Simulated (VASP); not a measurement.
# HgTe (I-4m2) in VASP: further runs, part 2 of 2

VASP 6.6.1.

**4. Relaxation of cell and atoms, PBEsol, target pressure 10 GPa, at which the enthalpy is minimised**

This run uses another cell than the first one, of 28.93 Å³/atom, 1.170 times its volume.

INCAR

```
PREC = Accurate
ENCUT = 600
EDIFF = 1E-6
ISMEAR = -1
SIGMA = 0.05
LREAL = F
LASPH = T
NELM = 80
ALGO = Normal
ISIF = 3
LWAVE = F
LCHARG = F
GGA = PS
IBRION = 2
NSW = 80
EDIFFG = -0.02
PSTRESS = 100.0
```

KPOINTS

```
Automatic mesh
0
Gamma
  10 10 10
```

POSCAR

```
HgTe
1.0
   -3.0456030000      3.0456030000      1.5594100000
    3.0456030000     -3.0456030000      1.5594100000
    3.0456030000      3.0456030000     -1.5594100000
Hg Te
1 1
Direct
    0.7500000000      0.2500000000      0.5000000000
    0.0000000000      0.0000000000      0.0000000000
```

Run with:

```
> cat potpaw_PBE.64/Hg/POTCAR potpaw_PBE.64/Te/POTCAR > POTCAR
> mpirun -np 1 vasp_std > vasp.out
```

It took 14 min on 1 thread of Intel Xeon Platinum 8375C at 2.90GHz (Ice Lake), shared host; peak memory 0.33 GiB.

Results (log left out):

* Free energy: -3.9772 eV
* Relaxed volume: 23.51 Å³/atom
* Relaxed cell: a = 4.209 Å, b = 4.209 Å, c = 4.209 Å, α = 97.58°, β = 97.58°, γ = 137.41°
* Space group after relaxing (to 0.05 Å): I-4m2 (No. 119)
* Energy change on relaxing (the enthalpy is what falls): +34.9 meV/atom
* Ionic steps: 8
* Pressure after relaxing: 10.0 GPa
* Band gap on the k mesh: zero (band 9 reaches 8.78 eV, above the bottom of band 10 at 4.39 eV)

Step by step:
| step | energy change (eV) | largest force (eV/Å) | pressure (GPa) | volume (Å³) |
| --- | --- | --- | --- | --- |
| 1 | 0.0000 | 0.0000 | -3.18 | 57.86 |
| 2 | 0.9673 | 0.0000 | 34.11 | 40.10 |
| 3 | 0.1073 | 0.0000 | 9.93 | 47.08 |
| 4 | 0.1207 | 0.0000 | 10.45 | 46.85 |
| 5 | 0.0996 | 0.0000 | 11.06 | 46.58 |
| 6 | 0.0986 | 0.0000 | 11.02 | 46.59 |
| 7 | 0.0421 | 0.0000 | 9.02 | 47.50 |
| 8 | 0.0697 | 0.0000 | 9.99 | 47.03 |

Final structure:
```
Hg Te
1.0
    -2.77338    2.77338    1.52859
     2.77338   -2.77338    1.52859
     2.77338    2.77338   -1.52859
Hg Te
1 1
Direct
  0.75000 0.25000 0.50000
  0.00000 0.00000 0.00000
```

Levels at points of the mesh, in eV from the Fermi level:
```
           k point  band 5  band 6  band 7  band 8  band 9  band 10  band 11  band 12  band 13
(0.00, 0.00, 0.00)   -7.05   -7.05   -3.00   -3.00   -2.98     3.45     4.54     8.13     8.13
(0.50, 0.00, 0.00)   -7.27   -7.18   -5.21   -2.46   -1.82    -0.75     3.29     3.81     6.41
(0.50, 0.50, 0.00)   -6.98   -6.96   -6.90   -0.52    1.95     2.52     2.82     3.36     8.56
(0.50, 0.50, 0.50)   -6.99   -6.44   -5.74   -5.74   -5.17     2.81     6.16    10.19    10.19
```

Caveat: the cell is relaxed towards a set pressure, so the enthalpy falls and the energy may rise; the volume moved by over 15 % at a fixed basis, so the end points are rough; the PAW data sets were made with another functional, which shifts forces and pressure a little; spin-orbit coupling is left out, which moves the levels of the heavy elements.

**5. Relaxation of cell and atoms, PBEsol, target pressure 20 GPa, at which the enthalpy is minimised**

This run uses another cell than the first one, of 28.93 Å³/atom, 1.170 times its volume.

INCAR

```
SYSTEM = HgTe
PREC     = Accurate       ! precision mode
ENCUT    = 600            ! plane-wave cutoff, eV
EDIFF    = 1E-6           ! SCF threshold, eV
ISMEAR   = -1             ! smearing method
SIGMA    = 0.05           ! smearing width, eV
LREAL    = .FALSE.        ! projectors in reciprocal space
LASPH    = .TRUE.         ! aspherical terms in the spheres
NELM     = 60             ! most SCF steps
ALGO     = Normal         ! electronic algorithm
ISIF     = 3              ! what is computed and relaxed
LWAVE    = .FALSE.        ! write WAVECAR
LCHARG   = .FALSE.        ! write CHGCAR
GGA      = PS             ! functional
IBRION   = 2              ! ionic algorithm
NSW      = 80             ! ionic steps
EDIFFG   = -0.02          ! ionic threshold
PSTRESS  = 200.0
```

KPOINTS

```
Automatic mesh
0
G
  10 10 10
  0 0 0
```

POSCAR is that of step 4.

Run with:

```
> cat potpaw_PBE.64/Hg/POTCAR potpaw_PBE.64/Te/POTCAR > POTCAR
> mpirun -np 1 vasp_std > vasp.out
```

Run time: 16 min. Hardware: 1 thread of Intel Xeon Platinum 8375C at 2.90GHz (Ice Lake), shared host; peak memory 0.34 GiB.

The run converged. Its results:

| Item | Value |
| --- | --- |
| Free energy | -3.6513 eV |
| Relaxed volume | 21.73 Å³/atom |
| Relaxed cell | a = 4.103 Å, b = 4.103 Å, c = 4.103 Å, α = 97.53°, β = 97.53°, γ = 137.54° |
| Space group after relaxing (to 0.05 Å) | I-4m2 (No. 119) |
| Energy change on relaxing (the enthalpy is what falls) | +197.8 meV/atom |
| Ionic steps | 9 |
| Pressure after relaxing | 20.0 GPa |
| Band gap on the k mesh | zero (band 9 reaches 9.73 eV, above the bottom of band 10 at 5.24 eV) |

Stress tensor (GPa, compression positive):
```
19.95  0.00  0.00
 0.00 19.95  0.00
 0.00  0.00 20.05
```

The path:
```
step  energy change (eV)  largest force (eV/Å)  pressure (GPa)  volume (Å³)
   1              0.0000                0.0000           -3.18        57.86
   2              6.4417                0.0000          160.06        29.39
   3              0.3179                0.0000           16.40        44.62
   4              0.3946                0.0000           18.59        43.90
   5              0.4624                0.0000           20.49        43.33
   6              0.4557                0.0000           21.67        43.01
   7              0.4462                0.0000           21.37        43.07
   8              0.3252                0.0000           18.08        44.06
   9              0.3956                0.0000           19.98        43.47
```

Final structure:
```
Hg Te
1.0
    -2.70444    2.70444    1.48569
     2.70444   -2.70444    1.48569
     2.70444    2.70444   -1.48569
Hg Te
1 1
Direct
  0.75000 0.25000 0.50000
  0.00000 0.00000 0.00000
```

Levels at points of the mesh, in eV from the Fermi level:
```
           k point  band 6  band 7  band 8  band 9  band 10  band 11  band 12  band 13
(0.00, 0.00, 0.00)   -7.31   -3.31   -3.31   -2.88     3.93     4.50     8.42     8.42
(0.50, 0.00, 0.00)   -7.56   -5.39   -2.57   -1.96    -0.83     3.21     4.00     6.74
(0.50, 0.50, 0.00)   -7.24   -7.14   -0.44    1.83     2.71     3.18     3.39     8.90
(0.50, 0.50, 0.50)   -6.55   -6.30   -6.30   -5.51     3.18     6.28    10.81    10.81
```

Caveat: the cell is relaxed towards a set pressure, so the enthalpy falls and the energy may rise; the volume moved by over 15 % at a fixed basis, so the end points are rough; the PAW data sets were made with another functional, which shifts forces and pressure a little; spin-orbit coupling is left out, which moves the levels of the heavy elements.

**6. Single point, r2SCAN**

This run uses another cell than the first one, of 30.66 Å³/atom, 1.240 times its volume.

POSCAR

```
HgTe
1.0
   -3.1053358708      3.1053358708      1.5899944314
    3.1053358708     -3.1053358708      1.5899944314
    3.1053358708      3.1053358708     -1.5899944314
Hg Te
1 1
Direct
    0.7500000000      0.2500000000      0.5000000000
    0.0000000000      0.0000000000      0.0000000000
```

INCAR.step1

```
SYSTEM = HgTe
PREC = Accurate
ENCUT = 520
ISMEAR = -1
SIGMA = 0.05
LREAL = .False.
LASPH = .True.
NELM = 100
NBANDS = 16
GGA = PE
ALGO = Normal
EDIFF = 1E-4
LWAVE = .True.
LCHARG = .False.
```

INCAR.step2

```
SYSTEM = HgTe
PREC = Accurate
ENCUT = 520
EDIFF = 1E-7
ISMEAR = -1
SIGMA = 0.05
LREAL = .False.
LASPH = .True.
NELM = 100
ALGO = Normal
ISIF = 2
LWAVE = .False.
LCHARG = .False.
METAGGA = R2SCAN
LMIXTAU = .True.
NBANDS = 16
ISTART = 1
```

KPOINTS

```
regular mesh
0
Gamma
  10 10 10
  0 0 0
```

Potentials or basis: VASP PAW PBE potentials, release 64 (Hg, Te).

Run with:

```
> cat potpaw_PBE.64/Hg/POTCAR potpaw_PBE.64/Te/POTCAR > POTCAR
> cp INCAR.step1 INCAR
> mpirun -np 1 vasp_std > vasp.out
> cp INCAR.step2 INCAR
> mpirun -np 1 vasp_std > vasp.out
```

Run time: 6.6 min. Hardware: 1 thread of Intel Xeon Platinum 8259CL at 2.50GHz (Skylake/Cascade Lake), shared host; peak memory 0.28 GiB.

It converged, with:

* Free energy: -74.6671 eV
* Pressure: -3.1 GPa
* Band gap on the k mesh: zero (band 9 reaches 5.06 eV, above the bottom of band 10 at 1.89 eV)

Stress tensor (GPa, compression positive):
```
-4.29  0.00  0.00
 0.00 -4.29  0.00
 0.00  0.00 -0.64
```

Levels at points of the mesh, in eV from the Fermi level:
| k point | band 6 | band 7 | band 8 | band 9 | band 10 | band 11 | band 12 | band 13 |
| --- | --- | --- | --- | --- | --- | --- | --- | --- |
| (0.00, 0.00, 0.00) | -6.46 | -3.38 | -2.34 | -2.34 | 3.43 | 5.06 | 7.17 | 7.17 |
| (0.50, 0.00, 0.00) | -6.37 | -4.51 | -1.98 | -1.09 | 0.08 | 3.32 | 4.26 | 6.17 |
| (0.50, 0.50, 0.00) | -6.41 | -6.09 | -0.98 | 1.39 | 2.44 | 2.97 | 3.70 | 9.14 |
| (0.50, 0.50, 0.50) | -6.37 | -4.25 | -4.09 | -4.09 | 3.13 | 7.69 | 8.23 | 8.23 |

Caveat: the PAW data sets were made with another functional, which shifts forces and pressure a little; spin-orbit coupling is left out, which moves the levels of the heavy elements.

**7. The runs side by side**

| task | level | cell | cutoff (eV) | gap on the mesh (eV) | pressure (GPa) |
| --- | --- | --- | --- | --- | --- |
| single point | PBEsol | a = 4.279 Å, angles 97.6, 97.6, 137.3°, 2 atoms | 520 | none | 5.2 |
| relaxation of cell and atoms | PBEsol | relaxed to 5 GPa from a = 4.581 Å, angles 96.7, 96.7, 140.2°, 2 atoms | 600 | none | 4.9 |
| relaxation of cell and atoms | PBEsol | relaxed to 10 GPa from a = 4.581 Å, angles 96.7, 96.7, 140.2°, 2 atoms | 600 | none | 10.0 |
| relaxation of cell and atoms | PBEsol | relaxed to 20 GPa from a = 4.581 Å, angles 96.7, 96.7, 140.2°, 2 atoms | 600 | none | 20.0 |
| single point | r2SCAN | a = 4.671 Å, angles 96.7, 96.7, 140.2°, 2 atoms | 520 | none | -3.1 |

Alike in all rows: potentials or basis VASP PAW PBE potentials, release 64 (Hg, Te); no spin polarisation; k mesh 10 × 10 × 10; smearing fermi-dirac 0.05 eV.

Caveats: the PAW data sets were made with another functional, which shifts forces and pressure a little; spin-orbit coupling is left out, which moves the levels of the heavy elements; the cell is relaxed towards a set pressure, so the enthalpy falls and the energy may rise (some runs); the volume moved by over 15 % at a fixed basis, so the end points are rough (some runs).

Absolute energies hang on the potentials; compare differences alone.
